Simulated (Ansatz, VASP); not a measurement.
**One calculation of Zn, two programs**

```
Zn
1.0
     2.63581    0.00000    0.00000
     0.00000    5.09292    0.00000
     0.00000    0.00000   21.32630
Zn
6
Direct
  0.75000 0.75000 0.38618
  0.25000 0.25000 0.38587
  0.25000 0.75000 0.50016
  0.75000 0.25000 0.49984
  0.75000 0.75000 0.61413
  0.25000 0.25000 0.61382
```

Alike in both runs: functional PBE; k mesh 14 × 7 × 1; occupations fermi-dirac, width 0.1 eV; no spin polarisation.

Ansatz relaxed the structure, and its values are those at the end. VASP's run is a single point on that final structure, the one shown.

|  | VASP | Ansatz |
| --- | --- | --- |
| version | VASP 6.6.1 | Ansatz 0.2.0 |
| potentials or method | VASP PAW PBE potentials, release 64 (Zn) | scalar-relativistic |
| plane-wave cutoff (eV) | 520 | 660 |
| valence electrons in the cell | 72 | 120 |

```csv
,VASP,Ansatz,Ansatz less VASP
gap on the k mesh at the Fermi level (eV),none,none,-
rms of the force components (eV/Å),0.006,0.002,-0.0039
```

A gap of «none» marks a metal or a gap that the smearing closes. VASP's potentials hold 72 valence electrons a cell and Ansatz's 120, so a difference there can come from the potentials and not from the codes. Ansatz's warnings: stress scf threshold loose.
